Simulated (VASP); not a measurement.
GaSb3, 4 atoms in the cell. Symmetry: I4/mmm, No. 139, tetragonal system. The conventional cell has a = 5.111 Å, b = 5.111 Å, c = 7.625 Å, α = 90.00°, β = 90.00°, γ = 90.00°. Within 4.2 Å of Ga (site symmetry 4/mmm) lie 14 Sb at 3.19 to 3.81 Å. Within 4.2 Å of Sb (site symmetry -4m2) lie 4 Ga at 3.19 Å and 10 Sb at 3.19 to 3.81 Å. Sb (site symmetry 4/mmm) has 8 Sb at 3.19 Å and 6 Ga at 3.61 to 3.81 Å within 4.2 Å. 

| Item | Value |
| --- | --- |
| Program | VASP 6.6.1 |
| Task | single point |
| Functional | PBEsol |
| Potentials or basis | VASP PAW PBE potentials, release 64 (Ga_d, Sb) |
| Cutoff | 520 eV |
| k mesh | 10 × 10 × 10 |
| Occupations | gaussian, width 0.15 eV |
| Spin | no spin polarisation |
| Dipole correction | no |
| Further INCAR settings | ALGO = Normal; EDIFF = 1e-06; NBANDS = 22 |

Potentials or basis: VASP PAW PBE potentials, release 64 (Ga_d, Sb).

Run with:

```sh
$ cat potpaw_PBE.64/Ga_d/POTCAR potpaw_PBE.64/Sb/POTCAR > POTCAR
$ mpirun -np 1 vasp_std > vasp.out
```

Hardware: 1 thread of AMD EPYC 7R13 Processor (Zen 3) (shared host).

Question: Estimate the wall time of this run.

Answer: It took 120 s on 1 thread of AMD EPYC 7R13 Processor (Zen 3) (shared host), peak memory 0.35 GiB. Counts: scf iterations 11, k points 102.
